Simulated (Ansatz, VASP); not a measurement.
# One calculation of V, two programs

```xyz
1
Lattice="-1.5281 1.5281 1.5130 1.5281 -1.5281 1.5130 1.5281 1.5281 -1.5130" Properties=species:S:1:pos:R:3 pbc="T T T"
V     0.0000    0.0000    0.0000
```

Change from the starting cell: equal xx and yy strain of +1 %.

Alike in both runs: task single point; functional PBEsol; k mesh 19 × 19 × 19; occupations fermi-dirac, width 0.03 eV; collinear spin.

```csv
,VASP,Ansatz
version,VASP 6.6.1,Ansatz 0.2.0
potentials or method,"VASP PAW PBE potentials, release 64 (V_sv), cutoff 520 eV","all-electron LAPW, scalar-relativistic"
```

|  | VASP | Ansatz | Ansatz less VASP |
| --- | --- | --- | --- |
| pressure (GPa) | -14.5 | -14.7 | -0.20 |
| traceless stress, the component that is largest in VASP (GPa) | 0.77 | 0.77 | 0.000 |
| net moment per atom (μB) | 0.00 | 0.00 | 0.000 |

VASP's potentials were made for PBE, not for PBEsol. Ansatz ran all-electron here, and VASP with PAW potentials. Ansatz's warnings: seeded moment not kept.
